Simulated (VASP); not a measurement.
# BeTl (Pmma) in VASP: single point with PBE

Aim: the single point of BeTl with PBE.

Program: VASP 6.6.1. These are calculated values, not measurements. Logs are shortened: lines on timing, memory, paths and dates and some standing lists are left out, and cuts for length are marked.

### Step 1. The cell of the first run

It takes space group Pmma (No. 51, orthorhombic). Conventional cell: a = 3.996 Å, b = 3.628 Å, c = 5.848 Å, α = 90.00°, β = 90.00°, γ = 90.00°. Within 2.8 Å of Be (site symmetry mm2) lie 2 Be at 2.12 Å and 2 Tl at 2.68 Å. Within 3.5 Å of Tl (site symmetry mm2) lie 6 Be at 2.68 to 2.98 Å and 2 Tl at 3.28 Å.

### Step 2. Single point, PBE

INCAR

```
SYSTEM = BeTl
PREC = Accurate ; ENCUT = 520
EDIFF = 1E-6 ; ISMEAR = 0
SIGMA = 0.1 ; LREAL = .False.
LASPH = .True. ; NELM = 80
ALGO = Fast ; ISIF = 2
LWAVE = .False. ; LCHARG = .False.
GGA = PE ; NBANDS = 23
```

KPOINTS

```
regular mesh
0
Gamma
  12 12 8
  0 0 0
```

POSCAR

```
BeTl
1.0
    3.9964154075      0.0000000000      0.0000000000
    0.0000000000      3.6283598472      0.0000000000
    0.0000000000      0.0000000000      5.8476666105
Be Tl
2 2
Direct
    0.7500000000      0.0000000000      0.5612639904
    0.2500000000      0.0000000000      0.4387360096
    0.7500000000      0.5000000000      0.2229330230
    0.2500000000      0.5000000000      0.7770669770
```

Potentials or basis: VASP PAW PBE potentials, release 64 (Be, Tl_d).

The run is started by

```sh
$ cat potpaw_PBE.64/Be/POTCAR potpaw_PBE.64/Tl_d/POTCAR > POTCAR
$ mpirun -np 1 vasp_std > vasp.out
```

OUTCAR:

```text
SYSTEM = BeTl
   PREC = Accurate
   ENCUT = 520
   EDIFF = 1E-6
   ISMEAR = 0
   LREAL = .False.
   LASPH = .True.
   NELM = 80
   ISIF = 2
   GGA = PE

 ion  position               nearest neighbor table
   1  0.750  0.000  0.561-   2 2.12   2 2.12   3 2.68   3 2.68   4 2.98   4 2.98   4 2.98   4 2.98

   2  0.250  0.000  0.439-   1 2.12   1 2.12   4 2.68   4 2.68   3 2.98   3 2.98   3 2.98   3 2.98

   3  0.750  0.500  0.223-   1 2.68   1 2.68   2 2.98   2 2.98   2 2.98   2 2.98   4 3.28   4 3.28
                             4 3.81   4 3.81
   4  0.250  0.500  0.777-   2 2.68   2 2.68   1 2.98   1 2.98   1 2.98   1 2.98   3 3.28   3 3.28
                             3 3.81   3 3.81

  LATTYP: Found a simple orthorhombic cell.
 ALAT       =     3.6283598472
 B/A-ratio  =     1.1014385496
 C/A-ratio  =     1.6116556397

  Lattice vectors:

 A1 = (   0.0000000000,  -3.6283598472,   0.0000000000)
 A2 = (   3.9964154075,   0.0000000000,   0.0000000000)
 A3 = (   0.0000000000,   0.0000000000,   5.8476666105)

Analysis of symmetry for initial positions (statically):
=====================================================================
 Subroutine PRICEL returns:
 Original cell was already a primitive cell.

 Routine SETGRP: Setting up the symmetry group for a
 simple orthorhombic supercell.

 Subroutine GETGRP returns: Found  8 space group operations
 (whereof  4 operations were pure point group operations)
 out of a pool of  8 trial point group operations.

The static configuration has the point symmetry C_2h.
 The point group associated with its full space group is D_2h.

Analysis of symmetry for dynamics (positions and initial velocities):
=====================================================================
 Subroutine PRICEL returns:
 Original cell was already a primitive cell.

 Routine SETGRP: Setting up the symmetry group for a
 simple orthorhombic supercell.

 Subroutine GETGRP returns: Found  8 space group operations
 (whereof  4 operations were pure point group operations)
 out of a pool of  8 trial point group operations.

The dynamic configuration has the point symmetry C_2h.
 The point group associated with its full space group is D_2h.

 Subroutine INISYM returns: Found  8 space group operations
 (whereof  4 operations are pure point group operations),
 and found     1 'primitive' translations

----------------------------------------------------------------------------------------

                                     Primitive cell

  volume of cell :      84.7937

[... 94 lines left out ...]
   EDIFFG = 0.1E-04   stopping-criterion for IOM
   NSW    =      0    number of steps for IOM
   IBRION =     -1    ionic relax: 0-MD 1-quasi-New 2-CG
   NFREE  =      0    steps in history (QN), initial steepest desc. (CG)
   ISIF   =      2    stress and relaxation
   ISYM   =      2    0-nonsym 1-usesym 2-fastsym
   POTIM  = 0.5000    time-step for ionic-motion
   TEBEG  =    0.0;   TEEND  =   0.0 temperature during run
   PSTRESS=    0.0 pullay stress
   NELECT =      30.0000    total number of electrons
   NUPDOWN=      -1.0000    fix difference up-down
   EMIN   =  10.00;   EMAX   =-10.00  energy-range for DOS
   EFERMI =   0.00;   METHOD = LEGACY
   ISMEAR =     0;   SIGMA  =   0.10  broadening in eV -4-tet -1-fermi 0-gaus
   EFERMI_NEDOS =   21; number of points for ismear=-14 and -15
   IALGO  =     68    algorithm
   IMIX   =      4    mixing-type and parameters
     AMIX     =   0.40;   BMIX     =  1.00
     AMIX_MAG =   1.60;   BMIX_MAG =  1.00
  volume/ion in A,a.u.               =      21.20       143.05
  Fermi-wavevector in a.u.,A,eV,Ry     =   1.157872  2.188062 18.240904  1.340669
  Thomas-Fermi vector in A             =   2.294480
   LORBIT       =      0    0 simple, 1 ext, 2 COOP (PROOUT), +10 PAW based schemes
   GGA     = PE    functional components
   LHFCALC =     F    Hartree Fock is set to
   AEXX    =    0.0000 exact exchange contribution
   IVDW    =     0    specifies the selected vdW correction
   LEPSILON=     F    determine dielectric tensor
   LRPA    =     F    only Hartree local field effects (RPA)
 non-spin polarized calculation
 RMM-DIIS sequential band-by-band and
 Gauss-broadening in eV      SIGMA  =   0.10
  energy-cutoff  :      520.00
  volume of cell :       84.79
 maximum number of plane-waves:      2310
 NGX is ok and might be reduce to    30
   NGX = 15   NGY = 13   NGZ = 21

 number of electron      30.0000002 magnetization

 Free energy of the ion-electron system (eV)
  ---------------------------------------------------
  ext. energy  EPLUGINS =         0.00000000
  ---------------------------------------------------
  free energy    TOTEN  =        -9.40419604 eV

  energy without entropy =       -9.39509431  energy(sigma->0) =       -9.39964517

 E-fermi :   5.1305     XC(G=0):  -9.6348

 val. band max:        5.1195074172   @ k =   0.4167   0.2500   0.0000
 cond. band min:       5.1310256892   @ k =   0.1667   0.5000   0.0000
 fundamental gap:      0.0115182720
 Fermi energy:         5.1304508707

 k-point     1 :       0.0000    0.0000    0.0000
  band No.  band energies     occupation
      1      -6.3937      2.00000
      2      -6.3710      2.00000
      3      -6.3383      2.00000
      4      -6.1817      2.00000
      5      -6.1654      2.00000
      6      -6.0328      2.00000
[... 613 lines left out ...]
     22      12.6439      0.00000
     23      13.4288      0.00000

 [... further k-points ...]

------------------------ aborting loop because EDIFF is reached ----------------------------------------

  FORCE on cell =-STRESS in cart. coord.  units (eV):
  Direction    XX          YY          ZZ          XY          YZ          ZX
  --------------------------------------------------------------------------------------
  -------------------------------------------------------------------------------------
  Total        0.0082252     -0.0232376     -0.0145100      0.0000000      0.0000000     -0.0000000
  in kB        0.1554160     -0.4390749     -0.2741663      0.0000000      0.0000000     -0.0000000
  external PRESSURE =      -0.1859417 kB  Pullay stress =       0.0000000 kB

 VOLUME and BASIS-vectors are now :
 -----------------------------------------------------------------------------
  energy-cutoff  :      520.00
  volume of cell :       84.79
      direct lattice vectors                 reciprocal lattice vectors
     3.996415407  0.000000000  0.000000000     0.250224238  0.000000000  0.000000000
     0.000000000  3.628359847  0.000000000     0.000000000  0.275606622  0.000000000
     0.000000000  0.000000000  5.847666611     0.000000000  0.000000000  0.171008381

 POSITION                                       TOTAL-FORCE (eV/Angst)
 -----------------------------------------------------------------------------------
      2.99731      0.00000      3.28208         0.000000     -0.000000      0.004370
      0.99910      0.00000      2.56558         0.000000     -0.000000     -0.004370
      2.99731      1.81418      1.30364         0.000000     -0.000000     -0.001418
      0.99910      1.81418      4.54403        -0.000000      0.000000      0.001418
 -----------------------------------------------------------------------------------
    total drift:                                0.000000     -0.000000     -0.000000

  FREE ENERGIE OF THE ION-ELECTRON SYSTEM (eV)
  ---------------------------------------------------
  free  energy   TOTEN  =        -9.4041960413 eV

  energy  without entropy=       -9.3950943066  energy(sigma->0) =       -9.39964517
```

stdout:

```text
POSCAR found type information on POSCAR BeTl
 POSCAR found :  2 types and       4 ions
 scaLAPACK will be used
 LDA part: xc-table for (Slater+PW92), standard interpolation
 POSCAR, INCAR and KPOINTS ok, starting setup
 FFT: planning ... GRIDC
 FFT: planning ... GRID_SOFT
 FFT: planning ... GRID
 WAVECAR not read
 entering main loop
```

Run time: 5.1 min. Hardware: 1 thread of Intel Xeon 6975P-C, shared host; peak memory 0.51 GiB.

Results:

| Quantity | Value |
| --- | --- |
| Free energy | -9.4042 eV |
| Pressure | 0.0 GPa |
| Largest force | 0.004 eV/Å |
| Band gap on the k mesh | zero (band 15 reaches 7.15 eV, above the bottom of band 16 at 3.07 eV) |

Forces on the atoms (eV/Å):
```
Be   0.000  0.000  0.004
Be   0.000  0.000 -0.004
Tl   0.000  0.000 -0.001
Tl   0.000  0.000  0.001
```

Levels at points of the mesh, in eV from the Fermi level:
| k point | band 11 | band 12 | band 13 | band 14 | band 15 | band 16 | band 17 | band 18 | band 19 | band 20 |
| --- | --- | --- | --- | --- | --- | --- | --- | --- | --- | --- |
| (0.00, 0.00, 0.00) | -9.51 | -5.73 | -3.65 | -1.22 | 0.97 | 2.66 | 4.29 | 4.74 | 4.87 | 5.34 |
| (0.50, 0.00, 0.00) | -7.36 | -7.36 | -2.00 | -2.00 | -1.15 | -1.15 | 3.48 | 3.48 | 5.93 | 5.93 |
| (0.00, 0.50, 0.00) | -7.34 | -5.19 | -3.47 | -1.67 | -1.65 | 0.33 | 1.70 | 3.44 | 4.32 | 4.78 |
| (0.50, 0.50, 0.00) | -5.18 | -5.18 | -3.35 | -3.35 | 0.50 | 0.50 | 1.43 | 1.43 | 1.64 | 1.64 |
| (0.00, 0.00, 0.50) | -8.71 | -8.01 | -0.88 | 0.61 | 0.72 | 1.37 | 2.86 | 2.91 | 4.26 | 4.79 |
| (0.50, 0.00, 0.50) | -6.91 | -6.91 | -4.15 | -4.15 | 2.01 | 2.01 | 3.61 | 3.61 | 4.81 | 4.81 |
| (0.00, 0.50, 0.50) | -6.50 | -6.02 | -4.65 | -2.98 | 0.33 | 2.95 | 3.49 | 4.37 | 4.71 | 4.99 |
| (0.50, 0.50, 0.50) | -4.69 | -4.69 | -3.25 | -3.25 | -1.98 | -1.98 | 0.45 | 0.45 | 5.87 | 5.87 |

Caveat: spin-orbit coupling is left out, which moves the levels of the heavy elements.
